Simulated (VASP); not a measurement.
# HfNbTe4 (P-3m1) in VASP: further runs

HfNbTe4 is run at these levels: PBE; tasks: single point, relaxation of cell and atoms.

All numbers are computed with VASP 6.6.1; they aren't measurements. Logs are shortened: lines on timing, memory, paths and dates and some standing lists are left out, and cuts for length are marked.

### 1 The cell of the first run

It takes space group P-3m1 (No. 164, trigonal). The conventional cell has a = 3.831 Å, b = 3.831 Å, c = 14.271 Å, α = 90.00°, β = 90.00°, γ = 120.00°. Within 3.8 Å of Hf (site symmetry -3m) lie 6 Te at 2.87 Å. Nb (site symmetry -3m) has 6 Te at 2.84 Å within 3.7 Å. Within 3.8 Å of Te (site symmetry 3m) lie 3 Hf at 2.87 Å. Te (site symmetry 3m) has 3 Nb at 2.84 Å within 3.7 Å.

### 2 Single point, PBE

File INCAR:

```
PREC = Accurate
ENCUT = 520
EDIFF = 1E-6
ISMEAR = 0
SIGMA = 0.1
LREAL = False
LASPH = True
NELM = 100
ALGO = Normal
ISIF = 2
LWAVE = False
LCHARG = True
GGA = PE
LELF = True
LVHAR = True
NBANDS = 32
```

File KPOINTS:

```
regular mesh
0
Gamma
  6 6 2
```

File POSCAR:

```
HfNbTe4
1.0
    3.8312808990      0.0000000000      0.0000000000
   -1.9156404495      3.3179865876      0.0000000000
    0.0000000000      0.0000000000     14.2713445855
Hf Nb Te
1 1 4
Direct
    0.0000000000      0.0000000000      0.5000000000
    0.0000000000      0.0000000000      0.0000000000
    0.6666666667      0.3333333333      0.6285777769
    0.6666666667      0.3333333333      0.1245520764
    0.3333333333      0.6666666667      0.8754479236
    0.3333333333      0.6666666667      0.3714222231
```

Potentials or basis: VASP PAW PBE potentials, release 64 (Hf_pv, Nb_sv, Te).

Command:

```
cat potpaw_PBE.64/Hf_pv/POTCAR potpaw_PBE.64/Nb_sv/POTCAR potpaw_PBE.64/Te/POTCAR > POTCAR
mpirun -np 1 vasp_std > vasp.out
```

OUTCAR:

```text
PREC = Accurate
   ENCUT = 520
   EDIFF = 1E-6
   ISMEAR = 0
   LREAL = False
   LASPH = True
   NELM = 100
   ISIF = 2
   GGA = PE

 ion  position               nearest neighbor table
   1  0.000  0.000  0.500-   3 2.87   6 2.87   3 2.87   6 2.87   3 2.87   6 2.87
   2  0.000  0.000  0.000-   4 2.84   5 2.84   4 2.84   5 2.84   4 2.84   5 2.84
   3  0.667  0.333  0.629-   1 2.87   1 2.87   1 2.87
   4  0.667  0.333  0.125-   2 2.84   2 2.84   2 2.84
   5  0.333  0.667  0.875-   2 2.84   2 2.84   2 2.84
   6  0.333  0.667  0.371-   1 2.87   1 2.87   1 2.87

  LATTYP: Found a hexagonal cell.
 ALAT       =     3.8312808990
 C/A-ratio  =     3.7249538631

  Lattice vectors:

 A1 = (   3.8312808990,   0.0000000000,   0.0000000000)
 A2 = (  -1.9156404495,   3.3179865876,   0.0000000000)
 A3 = (   0.0000000000,   0.0000000000,  14.2713445855)

Analysis of symmetry for initial positions (statically):
=====================================================================
 Subroutine PRICEL returns:
 Original cell was already a primitive cell.

 Routine SETGRP: Setting up the symmetry group for a
 hexagonal supercell.

 Subroutine GETGRP returns: Found 12 space group operations
 (whereof 12 operations were pure point group operations)
 out of a pool of 24 trial point group operations.

The static configuration has the point symmetry D_3d.

Analysis of symmetry for dynamics (positions and initial velocities):
=====================================================================
 Subroutine PRICEL returns:
 Original cell was already a primitive cell.

 Routine SETGRP: Setting up the symmetry group for a
 hexagonal supercell.

 Subroutine GETGRP returns: Found 12 space group operations
 (whereof 12 operations were pure point group operations)
 out of a pool of 24 trial point group operations.

The dynamic configuration has the point symmetry D_3d.

 Subroutine INISYM returns: Found 12 space group operations
 (whereof 12 operations are pure point group operations),
 and found     1 'primitive' translations

----------------------------------------------------------------------------------------

                                     Primitive cell

  volume of cell :     181.4193

  direct lattice vectors                    reciprocal lattice vectors
     3.831280899  0.000000000  0.000000000     0.261009314  0.150693798  0.000000000
[... 84 lines left out ...]
   LREAL  =      F    real-space projection
   EDIFFG = 0.1E-04   stopping-criterion for IOM
   NSW    =      0    number of steps for IOM
   IBRION =     -1    ionic relax: 0-MD 1-quasi-New 2-CG
   NFREE  =      0    steps in history (QN), initial steepest desc. (CG)
   ISIF   =      2    stress and relaxation
   ISYM   =      2    0-nonsym 1-usesym 2-fastsym
   POTIM  = 0.5000    time-step for ionic-motion
   TEBEG  =    0.0;   TEEND  =   0.0 temperature during run
   PSTRESS=    0.0 pullay stress
   NELECT =      47.0000    total number of electrons
   NUPDOWN=      -1.0000    fix difference up-down
   EMIN   =  10.00;   EMAX   =-10.00  energy-range for DOS
   EFERMI =   0.00;   METHOD = LEGACY
   ISMEAR =     0;   SIGMA  =   0.10  broadening in eV -4-tet -1-fermi 0-gaus
   EFERMI_NEDOS =   21; number of points for ismear=-14 and -15
   IALGO  =     38    algorithm
   IMIX   =      4    mixing-type and parameters
     AMIX     =   0.40;   BMIX     =  1.00
     AMIX_MAG =   1.60;   BMIX_MAG =  1.00
  volume/ion in A,a.u.               =      30.24       204.05
  Fermi-wavevector in a.u.,A,eV,Ry     =   1.043629  1.972173 14.818951  1.089162
  Thomas-Fermi vector in A             =   2.178347
   LORBIT       =      0    0 simple, 1 ext, 2 COOP (PROOUT), +10 PAW based schemes
   GGA     = PE    functional components
   LHFCALC =     F    Hartree Fock is set to
   AEXX    =    0.0000 exact exchange contribution
   IVDW    =     0    specifies the selected vdW correction
   LEPSILON=     F    determine dielectric tensor
   LRPA    =     F    only Hartree local field effects (RPA)
 non-spin polarized calculation
 Gauss-broadening in eV      SIGMA  =   0.10
  energy-cutoff  :      520.00
  volume of cell :      181.42
 maximum number of plane-waves:      4926
   NGX = 15   NGY = 15   NGZ = 53

 number of electron      47.0000001 magnetization

 Free energy of the ion-electron system (eV)
  ---------------------------------------------------
  ext. energy  EPLUGINS =         0.00000000
  ---------------------------------------------------
  free energy    TOTEN  =       -36.30898128 eV

  energy without entropy =      -36.29136873  energy(sigma->0) =      -36.30017501

 E-fermi :   5.9146     XC(G=0):  -9.4974

 val. band max:        5.8914423935   @ k =   0.0000   0.0000   0.0000
 cond. band min:       5.9322148221   @ k =   0.1667   0.1667   0.0000
 fundamental gap:      0.0407724285
 Fermi energy:         5.9145895080

 k-point     1 :       0.0000    0.0000    0.0000
  band No.  band energies     occupation
      1     -49.7284      2.00000
      2     -25.7859      2.00000
      3     -25.7859      2.00000
      4     -25.6974      2.00000
      5     -25.3770      2.00000
      6     -25.3708      2.00000
[... 479 lines left out ...]
     31       8.8343      0.00000
     32       9.9890      0.00000

------------------------ aborting loop because EDIFF is reached ----------------------------------------

  FORCE on cell =-STRESS in cart. coord.  units (eV):
  Direction    XX          YY          ZZ          XY          YZ          ZX
  --------------------------------------------------------------------------------------
  -------------------------------------------------------------------------------------
  Total       -0.1211320     -0.1211320     -0.0067573     -0.0000000      0.0000000     -0.0000000
  in kB       -1.0697592     -1.0697592     -0.0596761     -0.0000000      0.0000000     -0.0000000
  external PRESSURE =      -0.7330648 kB  Pullay stress =       0.0000000 kB

 VOLUME and BASIS-vectors are now :
 -----------------------------------------------------------------------------
  energy-cutoff  :      520.00
  volume of cell :      181.42
      direct lattice vectors                 reciprocal lattice vectors
     3.831280899  0.000000000  0.000000000     0.261009314  0.150693798  0.000000000
    -1.915640449  3.317986588  0.000000000     0.000000000  0.301387596  0.000000000
     0.000000000  0.000000000 14.271344585     0.000000000  0.000000000  0.070070482

 POSITION                                       TOTAL-FORCE (eV/Angst)
 -----------------------------------------------------------------------------------
      0.00000      0.00000      7.13567         0.000000      0.000000      0.000000
      0.00000      0.00000      0.00000         0.000000      0.000000      0.000000
      1.91564      1.10600      8.97065        -0.000000     -0.000000     -0.034098
      1.91564      1.10600      1.77753        -0.000000      0.000000      0.011122
     -0.00000      2.21199     12.49382         0.000000     -0.000000     -0.011122
     -0.00000      2.21199      5.30069         0.000000      0.000000      0.034098
 -----------------------------------------------------------------------------------
    total drift:                               -0.000000      0.000000     -0.000000

  FREE ENERGIE OF THE ION-ELECTRON SYSTEM (eV)
  ---------------------------------------------------
  free  energy   TOTEN  =       -36.3089812837 eV

  energy  without entropy=      -36.2913687314  energy(sigma->0) =      -36.30017501
```

Wall time 78 s (1 thread of Intel Xeon 6975P-C (Granite Rapids), shared host); peak memory 0.31 GiB.

What came out:

| Item | Value |
| --- | --- |
| Free energy | -36.3090 eV |
| Pressure | -0.1 GPa |
| Largest force | 0.034 eV/Å |

Forces in eV/Å, atoms in the order of the input:
```
Hf   0.000  0.000  0.000
Nb   0.000  0.000  0.000
Te   0.000  0.000 -0.034
Te   0.000  0.000  0.011
Te   0.000  0.000 -0.011
Te   0.000  0.000  0.034
```

Levels at points of the mesh, in eV from the Fermi level:
```tsv
k point	band 19	band 20	band 21	band 22	band 23	band 24	band 25	band 26	band 27	band 28
(0.00, 0.00, 0.00)	-0.50	-0.16	-0.16	-0.02	0.46	0.46	0.76	0.76	1.13	1.18
(0.50, 0.00, 0.00)	-2.47	-1.98	-1.44	-1.08	-0.86	-0.70	-0.07	1.00	1.51	2.84
(0.00, 0.00, 0.50)	-1.64	-0.17	-0.17	0.33	0.48	0.48	0.74	0.74	1.14	1.18
(0.50, 0.00, 0.50)	-1.99	-1.99	-1.93	-1.02	-0.76	-0.75	-0.05	1.00	1.50	2.94
```

Caveat: spin-orbit coupling is left out, which moves the levels of the heavy elements; this functional lacks dispersion, which binds the layers, so the pressure and a relaxed spacing across them are unreliable.

### 3 Single point, PBE

This run uses another cell than the first one, of 33.94 Å³/atom, 1.123 times its volume.

File INCAR:

```
  PREC = Accurate
  ENCUT = 520
  EDIFF = 1E-6
  ISMEAR = 0
  SIGMA = 0.1
  LREAL = F
  LASPH = T
  NELM = 80
  ALGO = Normal
  ISIF = 2
  LWAVE = F
  LCHARG = F
  GGA = PE
  NBANDS = 32
```

File KPOINTS:

```
Automatic mesh
0
Gamma
  6 6 2
```

File POSCAR:

```
HfNbTe4
1.0
    4.5111952000      0.0000000000      0.0000000000
   -2.2555976000      3.9068096500      0.0000000000
    0.0000000000      0.0000000000     11.5547018500
Hf Nb Te
1 1 4
Direct
    0.0000000000      0.0000000000      0.5000000000
    0.0000000000      0.0000000000      0.0000000000
    0.6666666700      0.3333333300      0.7179964200
    0.6666666700      0.3333333300      0.2017543500
    0.3333333300      0.6666666700      0.7982456500
    0.3333333300      0.6666666700      0.2820035800
```

Potentials or basis: VASP PAW PBE potentials, release 64 (Hf_pv, Nb_sv, Te).

Command:

```
cat potpaw_PBE.64/Hf_pv/POTCAR potpaw_PBE.64/Nb_sv/POTCAR potpaw_PBE.64/Te/POTCAR > POTCAR
mpirun -np 1 vasp_std > vasp.out
```

It took 75 s on 1 thread of Intel Xeon 6975P-C (Granite Rapids), shared host; peak memory 0.38 GiB.

It converged, with:

```
Free energy   : -22.9909 eV
Pressure      : -0.2 GPa
Largest force : 3.842 eV/Å
```

Forces on the atoms (eV/Å):
```
Hf   0.000  0.000  0.000
Nb   0.000  0.000  0.000
Te   0.000  0.000 -3.724
Te   0.000  0.000 -3.842
Te   0.000  0.000  3.842
Te   0.000  0.000  3.724
```

Stress tensor (GPa, compression positive):
```
 3.39  0.00  0.00
 0.00  3.39  0.00
 0.00  0.00 -7.35
```

Levels at points of the mesh, in eV from the Fermi level:
```
           k point  band 20  band 21  band 22  band 23  band 24  band 25  band 26  band 27
(0.00, 0.00, 0.00)    -1.23    -1.10    -0.40    -0.40    -0.38    -0.02    -0.02     0.14
(0.50, 0.00, 0.00)    -0.91    -0.47    -0.39    -0.01     0.24     0.61     0.80     0.83
(0.00, 0.00, 0.50)    -1.03    -1.03    -0.81    -0.81    -0.01     0.00     0.00     0.16
(0.50, 0.00, 0.50)    -0.42    -0.36    -0.19    -0.18     0.01     0.18     0.61     0.82
```

Caveat: spin-orbit coupling is left out, which moves the levels of the heavy elements; forces of over 1 eV/Å act on the atoms, so gaps and moduli don't describe the material at rest.

### 4 Relaxation of cell and atoms, PBE

This run uses another cell than the first one, of 33.94 Å³/atom, 1.123 times its volume.

File INCAR:

```
SYSTEM = HfNbTe4
  PREC = Accurate
  ENCUT = 600
  EDIFF = 1E-7
  ISMEAR = 0
  SIGMA = 0.1
  LREAL = .FALSE.
  LASPH = .TRUE.
  NELM = 100
  ALGO = Normal
  ISIF = 3
  LWAVE = .FALSE.
  LCHARG = .FALSE.
  GGA = PE
  IBRION = 2
  NSW = 90
  EDIFFG = -0.04
```

File KPOINTS:

```
regular mesh
0
G
  6 6 2
  0 0 0
```

POSCAR is that of step 3.

Potentials or basis: VASP PAW PBE potentials, release 64 (Hf_pv, Nb_sv, Te).

Command:

```
cat potpaw_PBE.64/Hf_pv/POTCAR potpaw_PBE.64/Nb_sv/POTCAR potpaw_PBE.64/Te/POTCAR > POTCAR
mpirun -np 1 vasp_std > vasp.out
```

OUTCAR:

```text
SYSTEM = HfNbTe4
   PREC = Accurate
   ENCUT = 600
   EDIFF = 1E-7
   ISMEAR = 0
   LREAL = .FALSE.
   LASPH = .TRUE.
   NELM = 100
   ISIF = 3
   GGA = PE
   IBRION = 2
   NSW = 90
   EDIFFG = -0.04

 ion  position               nearest neighbor table
   1  0.000  0.000  0.500-   3 3.62   6 3.62   3 3.62   6 3.62   3 3.62   6 3.62
   2  0.000  0.000  0.000-
   3  0.667  0.333  0.718-   5 2.76   5 2.76   5 2.76   1 3.62   1 3.62   1 3.62
   4  0.667  0.333  0.202-   6 2.76   6 2.76   6 2.76
   5  0.333  0.667  0.798-   3 2.76   3 2.76   3 2.76
   6  0.333  0.667  0.282-   4 2.76   4 2.76   4 2.76   1 3.62   1 3.62   1 3.62

  LATTYP: Found a hexagonal cell.
 ALAT       =     4.5111952000
 C/A-ratio  =     2.5613393652

  Lattice vectors:

 A1 = (   4.5111952000,   0.0000000000,   0.0000000000)
 A2 = (  -2.2555976000,   3.9068096500,   0.0000000000)
[... 730 lines left out ...]
  free  energy   TOTEN  =       -30.6748986921 eV

  energy  without entropy=      -30.6329484193  energy(sigma->0) =      -30.65392356

[... ionic steps 4 to 35 ...]

--------------------------------------- Ionic step       36  -------------------------------------------

 number of electron      46.9999996 magnetization

------------------------ aborting loop because EDIFF is reached ----------------------------------------
[... 75 lines left out ...]
--------------------------------------- Ionic step       38  -------------------------------------------

 number of electron      46.9999996 magnetization

 Free energy of the ion-electron system (eV)
  ---------------------------------------------------
  ext. energy  EPLUGINS =         0.00000000
  ---------------------------------------------------
  free energy    TOTEN  =       -32.66672180 eV

  energy without entropy =      -32.64581421  energy(sigma->0) =      -32.65626800

 E-fermi :   9.0336     XC(G=0): -10.7954

 val. band max:        9.0157046171   @ k =   0.1667   0.0000   0.5000
 cond. band min:       9.0539239839   @ k =   0.0000   0.0000   0.5000
 fundamental gap:      0.0382193668
 Fermi energy:         9.0335521078

 k-point     1 :       0.0000    0.0000    0.0000
  band No.  band energies     occupation
      1     -46.4610      2.00000
      2     -22.7834      2.00000
      3     -22.7126      2.00000
      4     -22.7126      2.00000
      5     -22.5534      2.00000
      6     -22.5534      2.00000
[... 456 lines left out ...]
  FREE ENERGIE OF THE ION-ELECTRON SYSTEM (eV)
  ---------------------------------------------------
  free  energy   TOTEN  =       -32.6667218016 eV

  energy  without entropy=      -32.6458142075  energy(sigma->0) =      -32.65626800

 reached required accuracy - stopping structural energy minimisation
```

Run time: 27 min. Hardware: 1 thread of Intel Xeon 6975P-C (Granite Rapids), shared host; peak memory 0.47 GiB.

What came out:

```
Free energy                            : -32.6667 eV
Relaxed volume                         : 24.40 Å³/atom
Relaxed cell                           : a = 5.136 Å, b = 5.136 Å, c = 6.410 Å, α = 90.00°, β = 90.00°, γ = 120.00°
Space group after relaxing (to 0.05 Å) : P-3m1 (No. 164)
Energy gained by relaxing              : 1612.7 meV/atom
Ionic steps                            : 38
Pressure after relaxing                : 0.1 GPa
Largest force after relaxing           : 0.024 eV/Å
```

Forces in eV/Å, atoms in the order of the input:
```
Hf   0.000  0.000  0.000
Nb   0.000  0.000  0.000
Te   0.000  0.000  0.024
Te   0.000  0.000 -0.001
Te   0.000  0.000  0.001
Te   0.000  0.000 -0.024
```

The path:
```tsv
step	energy change (eV)	largest force (eV/Å)	pressure (GPa)	volume (Å³)
1	0.0000	3.8421	-0.15	203.64
2	-3.4189	3.7207	-4.74	201.86
3	-7.6844	1.2861	-8.75	188.06
4	-8.8027	0.2448	10.03	142.22
5	-9.0961	0.7517	1.57	154.59
6	-9.0972	0.7269	2.03	153.73
7	-9.2534	0.3696	1.95	153.82
8	-9.3137	0.3164	2.12	153.89
9	-9.3247	0.1611	2.03	153.88
10	-9.2890	0.1473	-2.98	163.24
11	-9.3516	0.0804	-0.12	157.49
12	-9.3516	0.0820	-0.08	157.42
13	-9.3534	0.0672	-0.07	157.14
14	-9.3579	0.0360	-0.06	156.28
15	-9.3627	0.0878	0.04	154.55
16	-9.3653	0.0919	-0.15	154.41
17	-9.3724	0.1127	-0.70	153.93
18	-9.4556	0.1521	-1.85	152.76
19	-9.6151	0.1101	-1.58	149.53
20	-9.6157	0.0925	-2.27	151.29
21	-9.6473	0.0952	-2.15	150.61
22	-9.6490	0.0966	-2.10	150.47
23	-9.6491	0.0968	-2.09	150.44
24	-9.6494	0.0974	-2.05	150.36
25	-9.6497	0.0970	-2.04	150.34
26	-9.6507	0.0959	-2.00	150.26
27	-9.6526	0.0937	-1.93	150.11
28	-9.6562	0.0893	-1.78	149.82
29	-9.6624	0.0806	-1.47	149.24
30	-9.6713	0.0609	-0.84	148.07
31	-9.6739	0.0881	0.52	145.75
32	-9.6754	0.0743	-0.01	146.63
33	-9.6754	0.0755	0.03	146.56
34	-9.6755	0.0727	0.03	146.55
35	-9.6757	0.0642	0.04	146.53
36	-9.6760	0.0472	0.06	146.48
37	-9.6761	0.0127	0.08	146.39
38	-9.6762	0.0241	0.07	146.42
```

Final structure:
```
Hf Nb Te
1.0
     5.13604    0.00000    0.00000
    -2.56802    4.44794    0.00000
     0.00000    0.00000    6.40952
Hf Nb Te
1 1 4
Direct
  0.00000 0.00000 0.50000
  0.00000 0.00000 0.00000
  0.66667 0.33333 0.60729
  0.66667 0.33333 0.10448
  0.33333 0.66667 0.89552
  0.33333 0.66667 0.39271
```

Caveat: the volume moved by over 15 % at a fixed basis, so the end points are rough; spin-orbit coupling is left out, which moves the levels of the heavy elements.

### 5 Single point, PBE

File INCAR:

```
PREC = Accurate
ENCUT = 520
EDIFF = 1E-6
ISMEAR = 0
SIGMA = 0.1
LREAL = F
LASPH = T
NELM = 60
ALGO = Normal
ISIF = 2
LWAVE = F
LCHARG = F
GGA = PE
NBANDS = 32
```

File KPOINTS:

```
Automatic mesh
0
Gamma
  12 12 4
```

File POSCAR:

```
HfNbTe4
1.0
    3.8222310476      0.0000000000      0.0000000000
   -1.9111155238      3.3101491864      0.0000000000
    0.0000000000      0.0000000000     14.3160767814
Hf Nb Te
1 1 4
Direct
    0.0000000000      0.0000000000      0.5000000000
    0.0000000000      0.0000000000      0.0000000000
    0.6666666667      0.3333333333      0.6286624474
    0.6666666667      0.3333333333      0.1245415323
    0.3333333333      0.6666666667      0.8754584677
    0.3333333333      0.6666666667      0.3713375526
```

Command:

```
cat potpaw_PBE.64/Hf_pv/POTCAR potpaw_PBE.64/Nb_sv/POTCAR potpaw_PBE.64/Te/POTCAR > POTCAR
mpirun -np 1 vasp_std > vasp.out
```

It took 4.4 min on 1 thread of Intel Xeon 6975P-C (Granite Rapids), shared host; peak memory 0.54 GiB.

The run converged. Its results:

```yaml
Free_energy: -36.3403 eV
Pressure: -0.1 GPa
Largest_force: 0.022 eV/Å
```

Forces in eV/Å, atoms in the order of the input:
```
Hf   0.000  0.000  0.000
Nb   0.000  0.000  0.000
Te   0.000  0.000 -0.022
Te   0.000  0.000 -0.008
Te   0.000  0.000  0.008
Te   0.000  0.000  0.022
```

Levels at points of the mesh, in eV from the Fermi level:
```csv
k point,band 21,band 22,band 23,band 24,band 25,band 26
"(0.00, 0.00, 0.00)",-0.07,0.02,0.58,0.58,0.76,0.76
"(0.50, 0.00, 0.00)",-1.43,-0.98,-0.80,-0.70,-0.11,1.11
"(0.00, 0.00, 0.50)",-0.07,0.37,0.62,0.62,0.72,0.72
"(0.50, 0.00, 0.50)",-1.92,-0.90,-0.78,-0.70,-0.10,1.11
```

Caveat: spin-orbit coupling is left out, which moves the levels of the heavy elements; this functional lacks dispersion, which binds the layers, so the pressure and a relaxed spacing across them are unreliable.

### 6 The runs side by side

```csv
task,cell,k mesh,cutoff (eV),gap on the mesh (eV),pressure (GPa),largest force (eV/Å)
single point,"a = 3.831, b = 3.831, c = 14.271 Å, angles 90.0, 90.0, 120.0°, 6 atoms",6 × 6 × 2,520,none,-0.1,0.03
single point,"a = 4.511, b = 4.511, c = 11.555 Å, angles 90.0, 90.0, 120.0°, 6 atoms",6 × 6 × 2,520,none,-0.2,3.84
relaxation of cell and atoms,"relaxed from a = 4.511, b = 4.511, c = 11.555 Å, angles 90.0, 90.0, 120.0°, 6 atoms",6 × 6 × 2,600,none,0.1,0.02
single point,"a = 3.822, b = 3.822, c = 14.316 Å, angles 90.0, 90.0, 120.0°, 6 atoms",12 × 12 × 4,520,none,-0.1,0.02
```

Alike in all rows: level PBE; potentials or basis VASP PAW PBE potentials, release 64 (Hf_pv, Nb_sv, Te); no spin polarisation; smearing gaussian 0.1 eV.

Caveats: spin-orbit coupling is left out, which moves the levels of the heavy elements; this functional lacks dispersion, which binds the layers, so the pressure and a relaxed spacing across them are unreliable (some runs); forces of over 1 eV/Å act on the atoms, so gaps and moduli don't describe the material at rest (some runs); the volume moved by over 15 % at a fixed basis, so the end points are rough (some runs).

Total energies depend on the potentials used, so only differences within one code and one set of settings carry meaning.
